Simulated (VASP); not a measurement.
Wanted: the native input for a VASP 6.6.1 run.

- Task: single point
- Functional: PBEsol
- Potentials or basis: VASP PAW PBE potentials, release 64 (Sr_sv, O)
- Cutoff: 600 eV
- k mesh: 8 × 8 × 8
- Occupations: gaussian, width 0.01 eV
- Spin: no spin polarisation
- Dipole correction: no
- Further INCAR settings: ALGO = Normal; EDIFF = 1e-06; NBANDS = 15

The structure of SrO lies in POSCAR:

```
SrO
1.0
    2.5067843536      2.5067843536      0.0000000000
   -2.5067843536      2.5067843536      0.0000000000
    0.0000000000      2.5067843536      2.5067843536
Sr O
1 1
Direct
    0.5000000000      0.5000000000      0.0000000000
    0.0000000000      0.0000000000      0.0000000000
```

These files were run (other wordings do the same):

INCAR

```
ALGO = Normal
EDIFF = 1E-6
ENCUT = 600
GGA = PS
GGA_COMPAT = F
ISIF = 2
ISMEAR = 0
LASPH = T
LCHARG = F
LREAL = F
LWAVE = F
NBANDS = 15
NELM = 120
PREC = Accurate
SIGMA = 0.01
```

KPOINTS

```
k-points
0
Gamma
  8 8 8
```

Potentials or basis: VASP PAW PBE potentials, release 64 (Sr_sv, O).

Command:

```bash
$ cat potpaw_PBE.64/Sr_sv/POTCAR potpaw_PBE.64/O/POTCAR > POTCAR
$ mpirun -np 1 vasp_std > vasp.out
```

Results of the run:

```json
{
 "Pressure": "7.8 GPa",
 "Band gap on the k mesh": "3.09 eV (least direct gap 3.11 eV)"
}
```

Caveat: the cell stands under pressure; the PAW data sets were made with another functional, which shifts forces and pressure a little.

It took 7.5 s on 1 thread of Intel(R) Xeon(R) 6975P-C (Granite Rapids) (shared host), peak memory 0.17 GiB.
